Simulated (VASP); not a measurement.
# MgH2 (P4_2/mnm) in VASP: notebook

Aim: see how the results for MgH2 move with the level of theory and the settings. Levels: PBE, LDA. Tasks: single point.

Program: VASP 6.6.1. These are calculated values, not measurements. Logs are shortened: lines on timing, memory, paths and dates and some standing lists are left out, and cuts for length are marked.

## 1. The cell of the first run

It takes space group P4_2/mnm (No. 136, tetragonal). Conventional cell: a = 4.485 Å, b = 4.485 Å, c = 2.996 Å, α = 90.00°, β = 90.00°, γ = 90.00°. Mg (site symmetry mmm) has 6 H at 1.93 to 1.94 Å within 2.6 Å. H (site symmetry m2m) has 3 Mg at 1.93 to 1.94 Å and 1 H at 2.48 Å within 2.6 Å.

## 2. Single point, PBE

INCAR reads:

```
SYSTEM = MgH2
ALGO     = Normal         ! electronic algorithm
EDIFF    = 1E-7           ! SCF threshold, eV
ENCUT    = 520            ! plane-wave cutoff, eV
GGA      = PE             ! functional
ISIF     = 2              ! what is computed and relaxed
ISMEAR   = 0              ! smearing method
LASPH    = .True.         ! aspherical terms in the spheres
LCHARG   = .True.         ! write CHGCAR
LELF     = .True.         ! ELF
LREAL    = .False.        ! projectors in reciprocal space
LVHAR    = .True.       
LWAVE    = .False.        ! write WAVECAR
NBANDS   = 13             ! bands
NELM     = 60             ! most SCF steps
PREC     = Accurate       ! precision mode
SIGMA    = 0.01           ! smearing width, eV
```

KPOINTS reads:

```
k-points
0
Gamma
  4 4 6
  0 0 0
```

POSCAR reads:

```
MgH2
1.0
    4.4849452995      0.0000000000      0.0000000000
    0.0000000000      4.4849452995      0.0000000000
    0.0000000000      0.0000000000      2.9964065034
Mg H
2 4
Direct
    0.0000000000      0.0000000000      0.0000000000
    0.5000000000      0.5000000000      0.5000000000
    0.3046827735      0.3046827735      0.0000000000
    0.1953172265      0.8046827735      0.5000000000
    0.6953172265      0.6953172265      0.0000000000
    0.8046827735      0.1953172265      0.5000000000
```

Potentials or basis: VASP PAW PBE potentials, release 64 (Mg, H).

Command:

```
$ cat potpaw_PBE.64/Mg/POTCAR potpaw_PBE.64/H/POTCAR > POTCAR
$ mpirun -np 1 vasp_std > vasp.out
```

OUTCAR:

```text
SYSTEM = MgH2
   EDIFF = 1E-7
   ENCUT = 520
   GGA = PE
   ISIF = 2
   ISMEAR = 0
   LASPH = .True.
   LREAL = .False.
   NELM = 60
   PREC = Accurate

 ion  position               nearest neighbor table
   1  0.000  0.000  0.000-   3 1.93   5 1.93   4 1.94   6 1.94   4 1.94   6 1.94   2 3.51   2 3.51
                             2 3.51   2 3.51   2 3.51   2 3.51   2 3.51   2 3.51
   2  0.500  0.500  0.500-   4 1.93   6 1.93   5 1.94   3 1.94   3 1.94   5 1.94   1 3.51   1 3.51
                             1 3.51   1 3.51   1 3.51   1 3.51   1 3.51   1 3.51
   3  0.305  0.305  0.000-   1 1.93   2 1.94   2 1.94
   4  0.195  0.805  0.500-   2 1.93   1 1.94   1 1.94
   5  0.695  0.695  0.000-   1 1.93   2 1.94   2 1.94
   6  0.805  0.195  0.500-   2 1.93   1 1.94   1 1.94

  LATTYP: Found a simple tetragonal cell.
 ALAT       =     4.4849452995
 C/A-ratio  =     0.6681032439

  Lattice vectors:

 A1 = (   4.4849452995,   0.0000000000,   0.0000000000)
 A2 = (   0.0000000000,   4.4849452995,   0.0000000000)
 A3 = (   0.0000000000,   0.0000000000,   2.9964065034)

Analysis of symmetry for initial positions (statically):
=====================================================================
 Subroutine PRICEL returns:
 Original cell was already a primitive cell.

 Routine SETGRP: Setting up the symmetry group for a
 simple tetragonal supercell.

 Subroutine GETGRP returns: Found 16 space group operations
 (whereof  8 operations were pure point group operations)
 out of a pool of 16 trial point group operations.

The static configuration has the point symmetry D_2h.
 The point group associated with its full space group is D_4h.

Analysis of symmetry for dynamics (positions and initial velocities):
=====================================================================
 Subroutine PRICEL returns:
 Original cell was already a primitive cell.

 Routine SETGRP: Setting up the symmetry group for a
 simple tetragonal supercell.

 Subroutine GETGRP returns: Found 16 space group operations
 (whereof  8 operations were pure point group operations)
 out of a pool of 16 trial point group operations.

The dynamic configuration has the point symmetry D_2h.
 The point group associated with its full space group is D_4h.

 Subroutine INISYM returns: Found 16 space group operations
 (whereof  8 operations are pure point group operations),
 and found     1 'primitive' translations

----------------------------------------------------------------------------------------

[... 115 lines left out ...]
   EFERMI_NEDOS =   21; number of points for ismear=-14 and -15
   IALGO  =     38    algorithm
   IMIX   =      4    mixing-type and parameters
     AMIX     =   0.40;   BMIX     =  1.00
     AMIX_MAG =   1.60;   BMIX_MAG =  1.00
  volume/ion in A,a.u.               =      10.05        67.79
  Fermi-wavevector in a.u.,A,eV,Ry     =   0.835090  1.578091  9.488361  0.697375
  Thomas-Fermi vector in A             =   1.948590
   LORBIT       =      0    0 simple, 1 ext, 2 COOP (PROOUT), +10 PAW based schemes
   GGA     = PE    functional components
   LHFCALC =     F    Hartree Fock is set to
   AEXX    =    0.0000 exact exchange contribution
   IVDW    =     0    specifies the selected vdW correction
   LEPSILON=     F    determine dielectric tensor
   LRPA    =     F    only Hartree local field effects (RPA)
 non-spin polarized calculation
 Gauss-broadening in eV      SIGMA  =   0.01
  energy-cutoff  :      520.00
  volume of cell :       60.27
 maximum number of plane-waves:      1648
 NGX is ok and might be reduce to    36
   NGX = 17   NGY = 17   NGZ = 11

 number of electron       8.0000002 magnetization

 Free energy of the ion-electron system (eV)
  ---------------------------------------------------
  ext. energy  EPLUGINS =         0.00000000
  ---------------------------------------------------
  free energy    TOTEN  =       -17.65013088 eV

  energy without entropy =      -17.65013088  energy(sigma->0) =      -17.65013088

 E-fermi :  -0.5099     XC(G=0):  -8.4601

 val. band max:       -0.5591706835   @ k =   0.2500   0.0000   0.0000
 cond. band min:       3.3841538468   @ k =   0.5000   0.5000   0.5000
 fundamental gap:      3.9433245303
 Fermi energy:        -0.5098507391

 k-point     1 :       0.0000    0.0000    0.0000
  band No.  band energies     occupation
      1      -7.0407      2.00000
      2      -1.9917      2.00000
      3      -1.9917      2.00000
      4      -0.9701      2.00000
      5       4.1983      0.00000
      6       4.5807      0.00000
      7       8.7207      0.00000
      8       8.7207      0.00000
      9      10.5321      0.00000
     10      10.8702      0.00000
     11      11.8090      0.00000
     12      14.7053      0.00000
     13      14.7053      0.00000
[... 354 lines left out ...]
  band No.  band energies     occupation
      1      -2.4306      2.00000
      2      -2.4306      2.00000
      3      -1.4832      2.00000
      4      -1.4832      2.00000
      5       3.3842      0.00000
      6       3.3842      0.00000
      7       3.6583      0.00000
      8       3.6583      0.00000
      9      12.6261      0.00000
     10      12.6261      0.00000
     11      13.8607      0.00000
     12      13.8607      0.00000
     13      15.8345      0.00000

------------------------ aborting loop because EDIFF is reached ----------------------------------------

  FORCE on cell =-STRESS in cart. coord.  units (eV):
  Direction    XX          YY          ZZ          XY          YZ          ZX
  --------------------------------------------------------------------------------------
  -------------------------------------------------------------------------------------
  Total        0.2616465      0.2616465      0.3276972      0.0000000      0.0000000      0.0000000
  in kB        6.9552124      6.9552124      8.7110055      0.0000000      0.0000000      0.0000000
  external PRESSURE =       7.5404768 kB  Pullay stress =       0.0000000 kB

 VOLUME and BASIS-vectors are now :
 -----------------------------------------------------------------------------
  energy-cutoff  :      520.00
  volume of cell :       60.27
      direct lattice vectors                 reciprocal lattice vectors
     4.484945299  0.000000000  0.000000000     0.222968160  0.000000000  0.000000000
     0.000000000  4.484945299  0.000000000     0.000000000  0.222968160  0.000000000
     0.000000000  0.000000000  2.996406503     0.000000000  0.000000000  0.333733090

 POSITION                                       TOTAL-FORCE (eV/Angst)
 -----------------------------------------------------------------------------------
      0.00000      0.00000      0.00000         0.000000      0.000000      0.000000
      2.24247      2.24247      1.49820         0.000000      0.000000      0.000000
      1.36649      1.36649      0.00000        -0.011527     -0.011527      0.000000
      0.87599      3.60896      1.49820         0.011527     -0.011527      0.000000
      3.11846      3.11846      0.00000         0.011527      0.011527     -0.000000
      3.60896      0.87599      1.49820        -0.011527      0.011527     -0.000000
 -----------------------------------------------------------------------------------
    total drift:                                0.000000      0.000000     -0.000000

  FREE ENERGIE OF THE ION-ELECTRON SYSTEM (eV)
  ---------------------------------------------------
  free  energy   TOTEN  =       -17.6501308817 eV

  energy  without entropy=      -17.6501308817  energy(sigma->0) =      -17.65013088
```

It took 25 s on 1 thread of AMD EPYC 7R13 (Zen 3), shared host; peak memory 0.14 GiB.

What came out:

| Property | Result |
| --- | --- |
| Free energy | -17.6501 eV |
| Pressure | 0.8 GPa |
| Largest force | 0.016 eV/Å |
| Band gap on the k mesh | 3.94 eV, indirect (least direct gap 4.76 eV) |

Forces on the atoms (eV/Å):
```
Mg   0.000  0.000  0.000
Mg   0.000  0.000  0.000
H   -0.012 -0.012  0.000
H    0.012 -0.012  0.000
H    0.012  0.012  0.000
H   -0.012  0.012  0.000
```

Stress tensor (GPa, compression positive):
```
0.70 0.00 0.00
0.00 0.70 0.00
0.00 0.00 0.87
```

A k mesh can miss the band edges.

## 3. Single point, PBE

INCAR reads:

```
PREC = Accurate
ENCUT = 520
EDIFF = 1E-6
ISMEAR = 0
SIGMA = 0.01
LREAL = F
LASPH = T
NELM = 60
ALGO = Normal
ISIF = 2
LWAVE = F
LCHARG = F
GGA = PE
NBANDS = 13
```

KPOINTS reads:

```
Automatic mesh
0
Gamma
  4 4 6
```

POSCAR is that of step 2.

Potentials or basis: VASP PAW PBE potentials, release 64 (Mg, H).

Command:

```
$ cat potpaw_PBE.64/Mg/POTCAR potpaw_PBE.64/H/POTCAR > POTCAR
$ mpirun -np 1 vasp_std > vasp.out
```

It took 27 s on 1 thread of AMD EPYC 7R13 (Zen 3), shared host; peak memory 0.15 GiB.

The run converged. Its results:

```yaml
Free_energy: -17.6501 eV
Pressure: 0.8 GPa
Largest_force: 0.016 eV/Å
Band_gap_on_the_k_mesh: 3.94 eV, indirect (least direct gap 4.76 eV)
```

Forces in eV/Å, atoms in the order of the input:
```
Mg   0.000  0.000  0.000
Mg   0.000  0.000  0.000
H   -0.012 -0.012  0.000
H    0.012 -0.012  0.000
H    0.012  0.012  0.000
H   -0.012  0.012  0.000
```

Stress tensor (GPa, compression positive):
```
0.70 0.00 0.00
0.00 0.70 0.00
0.00 0.00 0.87
```

Levels at points of the mesh, in eV from the valence-band top:
| k point | band 2 | band 3 | band 4 | band 5 | band 6 | band 7 |
| --- | --- | --- | --- | --- | --- | --- |
| (0.00, 0.00, 0.00) | -1.43 | -1.43 | -0.41 | 4.76 | 5.14 | 9.28 |
| (0.50, 0.00, 0.00) | -4.85 | -0.48 | -0.48 | 5.41 | 5.41 | 10.19 |
| (0.50, 0.50, 0.00) | -3.76 | -2.74 | -2.74 | 9.18 | 9.18 | 9.29 |
| (0.00, 0.00, 0.50) | -3.02 | -0.05 | -0.05 | 6.44 | 6.44 | 6.88 |
| (0.50, 0.00, 0.50) | -2.27 | -1.06 | -1.06 | 5.24 | 5.24 | 6.91 |
| (0.50, 0.50, 0.50) | -1.87 | -0.92 | -0.92 | 3.94 | 3.94 | 4.22 |

A k mesh can miss the band edges. PBE gaps usually lie below the measured ones, often by a third to a half.

## 4. Single point, LDA

This run uses another cell than the first one, of 9.72 Å³/atom, 0.968 times its volume.

INCAR reads:

```
PREC     = Accurate       # precision mode
ENCUT    = 520            # plane-wave cutoff, eV
EDIFF    = 1E-6           # SCF threshold, eV
ISMEAR   = -1             # smearing method
SIGMA    = 0.02           # smearing width, eV
LREAL    = False          # projectors in reciprocal space
LASPH    = True           # aspherical terms in the spheres
NELM     = 80             # most SCF steps
ALGO     = Normal         # electronic algorithm
ISIF     = 2              # what is computed and relaxed
LWAVE    = False          # write WAVECAR
LCHARG   = False          # write CHGCAR
GGA      = CA             # functional
NBANDS   = 13             # bands
```

KPOINTS reads:

```
regular mesh
0
Gamma
  6 6 8
```

POSCAR reads:

```
MgH2
1.0
    4.4296260255      0.0000000000      0.0000000000
    0.0000000000      4.4296260255      0.0000000000
    0.0000000000      0.0000000000      2.9736697394
Mg H
2 4
Direct
    0.0000000000      0.0000000000      0.0000000000
    0.5000000000      0.5000000000      0.5000000000
    0.3044901184      0.3044901184      0.0000000000
    0.1955098816      0.8044901184      0.5000000000
    0.6955098816      0.6955098816      0.0000000000
    0.8044901184      0.1955098816      0.5000000000
```

Potentials or basis: VASP PAW LDA potentials, release 64 (Mg, H).

Command:

```
$ cat potpaw_LDA.64/Mg/POTCAR potpaw_LDA.64/H/POTCAR > POTCAR
$ mpirun -np 1 vasp_std > vasp.out
```

OUTCAR:

```text
PREC = Accurate
   ENCUT = 520
   EDIFF = 1E-6
   ISMEAR = -1
   LREAL = False
   LASPH = True
   NELM = 80
   ISIF = 2
   GGA = CA

 ion  position               nearest neighbor table
   1  0.000  0.000  0.000-   3 1.91   5 1.91   4 1.93   6 1.93   4 1.93   6 1.93   2 3.47   2 3.47
                             2 3.47   2 3.47   2 3.47   2 3.47   2 3.47   2 3.47
   2  0.500  0.500  0.500-   4 1.91   6 1.91   5 1.93   3 1.93   3 1.93   5 1.93   1 3.47   1 3.47
                             1 3.47   1 3.47   1 3.47   1 3.47   1 3.47   1 3.47
   3  0.304  0.304  0.000-   1 1.91   2 1.93   2 1.93
   4  0.196  0.804  0.500-   2 1.91   1 1.93   1 1.93
[... 596 lines left out ...]
  Total       -0.1995317     -0.1995317     -0.1841348      0.0000000      0.0000000      0.0000000
  in kB       -5.4789282     -5.4789282     -5.0561469      0.0000000      0.0000000      0.0000000
  external PRESSURE =      -5.3380011 kB  Pullay stress =       0.0000000 kB

 VOLUME and BASIS-vectors are now :
 -----------------------------------------------------------------------------
  energy-cutoff  :      520.00
  volume of cell :       58.35
      direct lattice vectors                 reciprocal lattice vectors
     4.429626026  0.000000000  0.000000000     0.225752692  0.000000000  0.000000000
     0.000000000  4.429626026  0.000000000     0.000000000  0.225752692  0.000000000
     0.000000000  0.000000000  2.973669739     0.000000000  0.000000000  0.336284822

 POSITION                                       TOTAL-FORCE (eV/Angst)
 -----------------------------------------------------------------------------------
      0.00000      0.00000      0.00000        -0.000000     -0.000000      0.000000
      2.21481      2.21481      1.48683        -0.000000     -0.000000      0.000000
      1.34878      1.34878      0.00000        -0.005357     -0.005357     -0.000000
      0.86604      3.56359      1.48683         0.005357     -0.005357      0.000000
      3.08085      3.08085      0.00000         0.005357      0.005357      0.000000
      3.56359      0.86604      1.48683        -0.005357      0.005357      0.000000
 -----------------------------------------------------------------------------------
    total drift:                                0.000000      0.000000     -0.000000

  FREE ENERGIE OF THE ION-ELECTRON SYSTEM (eV)
  ---------------------------------------------------
  free  energy   TOTEN  =       -18.8958506642 eV

  energy  without entropy=      -18.8958506642  energy(sigma->0) =      -18.89585066
```

stdout:

```text
POSCAR found type information on POSCAR MgH
 POSCAR found :  2 types and       6 ions
 scaLAPACK will be used
 LDA part: xc-table for (Slater(with rela. corr.)+CA(PZ))
 , standard interpolation
 POSCAR, INCAR and KPOINTS ok, starting setup
 FFT: planning ... GRIDC
 FFT: planning ... GRID_SOFT
 FFT: planning ... GRID
 WAVECAR not read
 entering main loop
```

It used 31 s of CPU time on 1 thread of AMD EPYC 7R13 Processor (Zen 3) (shared host).

What came out:

```
Free energy            : -18.8959 eV
Pressure               : -0.5 GPa
Largest force          : 0.008 eV/Å
Band gap on the k mesh : 3.51 eV, indirect (least direct gap 4.37 eV)
```

Forces in eV/Å, atoms in the order of the input:
```
Mg   0.000  0.000  0.000
Mg   0.000  0.000  0.000
H   -0.005 -0.005  0.000
H    0.005 -0.005  0.000
H    0.005  0.005  0.000
H   -0.005  0.005  0.000
```

Levels at points of the mesh, in eV from the valence-band top:
```tsv
k point	band 1	band 2	band 3	band 4	band 5	band 6	band 7	band 8
(0.00, 0.00, 0.00)	-6.87	-1.57	-1.57	-0.49	4.32	4.97	9.12	9.12
(0.50, 0.00, 0.00)	-5.17	-5.17	-0.55	-0.55	5.09	5.09	10.06	10.06
(0.50, 0.50, 0.00)	-4.01	-4.01	-3.01	-3.01	9.12	9.12	9.29	9.29
(0.00, 0.00, 0.50)	-3.29	-3.29	-0.09	-0.09	6.23	6.23	6.56	6.56
(0.50, 0.00, 0.50)	-2.47	-2.47	-1.23	-1.23	4.99	4.99	6.67	6.67
(0.50, 0.50, 0.50)	-2.02	-2.02	-1.07	-1.07	3.61	3.61	3.80	3.80
```

## 5. Single point, PBE

INCAR reads:

```
  PREC = Accurate
  ENCUT = 520
  EDIFF = 1E-6
  ISMEAR = -1
  SIGMA = 0.02
  LREAL = False
  LASPH = True
  NELM = 80
  ALGO = Normal
  ISIF = 2
  LWAVE = False
  LCHARG = True
  GGA = PE
  LELF = True
  LVHAR = True
  NBANDS = 13
```

KPOINTS is that of step 4.

POSCAR reads:

```
MgH2
1.0
    4.4849452995      0.0000000000      0.0000000000
    0.0000000000      4.4849452995      0.0000000000
    0.0000000000      0.0000000000      2.9964065034
Mg H
2 4
Direct
    0.0000000000      0.0000000000      0.0000000000
    0.5000000000      0.5000000000      0.5000000000
    0.3046827735      0.3046827735      0.0000000000
    0.1953172265      0.8046827735      0.5000000000
    0.6953172265      0.6953172265      0.0000000000
    0.8046827735      0.1953172265      0.5000000000
```

Potentials or basis: VASP PAW PBE potentials, release 64 (Mg, H).

Command:

```
$ cat potpaw_PBE.64/Mg/POTCAR potpaw_PBE.64/H/POTCAR > POTCAR
$ mpirun -np 1 vasp_std > vasp.out
```

Run time: 45 s. Hardware: 1 thread of AMD EPYC 7R13 (Zen 3), shared host; peak memory 0.16 GiB.

It converged, with:

```yaml
Free_energy: -17.6508 eV
Pressure: 0.7 GPa
Largest_force: 0.017 eV/Å
Band_gap_on_the_k_mesh: 3.84 eV, indirect (least direct gap 4.60 eV)
```

Forces in eV/Å, atoms in the order of the input:
```
Mg   0.000  0.000  0.000
Mg   0.000  0.000  0.000
H   -0.012 -0.012  0.000
H    0.012 -0.012  0.000
H    0.012  0.012  0.000
H   -0.012  0.012  0.000
```

Stress tensor (GPa, compression positive):
```
0.69 0.00 0.00
0.00 0.69 0.00
0.00 0.00 0.87
```

Levels at points of the mesh, in eV from the valence-band top:
| k point | band 1 | band 2 | band 3 | band 4 | band 5 | band 6 | band 7 | band 8 | band 9 |
| --- | --- | --- | --- | --- | --- | --- | --- | --- | --- |
| (0.00, 0.00, 0.00) | -6.51 | -1.46 | -1.46 | -0.44 | 4.73 | 5.11 | 9.25 | 9.25 | 11.06 |
| (0.50, 0.00, 0.00) | -4.88 | -4.88 | -0.51 | -0.51 | 5.38 | 5.38 | 10.16 | 10.16 | 11.89 |
| (0.50, 0.50, 0.00) | -3.79 | -3.79 | -2.77 | -2.77 | 9.15 | 9.15 | 9.26 | 9.26 | 13.36 |
| (0.00, 0.00, 0.50) | -3.05 | -3.05 | -0.08 | -0.08 | 6.41 | 6.41 | 6.85 | 6.85 | 8.89 |
| (0.50, 0.00, 0.50) | -2.30 | -2.30 | -1.09 | -1.09 | 5.21 | 5.21 | 6.88 | 6.88 | 8.78 |
| (0.50, 0.50, 0.50) | -1.90 | -1.90 | -0.96 | -0.96 | 3.91 | 3.91 | 4.19 | 4.19 | 13.15 |

A k mesh can miss the band edges. A hybrid or GW would open this gap; PBE tends to underestimate it.

## 6. Overview

| level | potentials or basis | cell | k mesh | smearing | gap on the mesh (eV) | pressure (GPa) | largest force (eV/Å) |
| --- | --- | --- | --- | --- | --- | --- | --- |
| PBE | VASP PAW PBE potentials, release 64 (Mg, H) | a = 4.485, b = 4.485, c = 2.996 Å, 6 atoms | 4 × 4 × 6 | gaussian 0.01 eV | 3.94 | 0.8 | 0.02 |
| LDA | VASP PAW LDA potentials, release 64 (Mg, H) | a = 4.430, b = 4.430, c = 2.974 Å, 6 atoms | 6 × 6 × 8 | fermi-dirac 0.02 eV | 3.51 | -0.5 | 0.01 |
| PBE | VASP PAW PBE potentials, release 64 (Mg, H) | a = 4.485, b = 4.485, c = 2.996 Å, 6 atoms | 6 × 6 × 8 | fermi-dirac 0.02 eV | 3.84 | 0.7 | 0.02 |

Alike in all rows: task single point; no spin polarisation; cutoff (eV) 520.

Absolute energies hang on the potentials; compare differences alone.
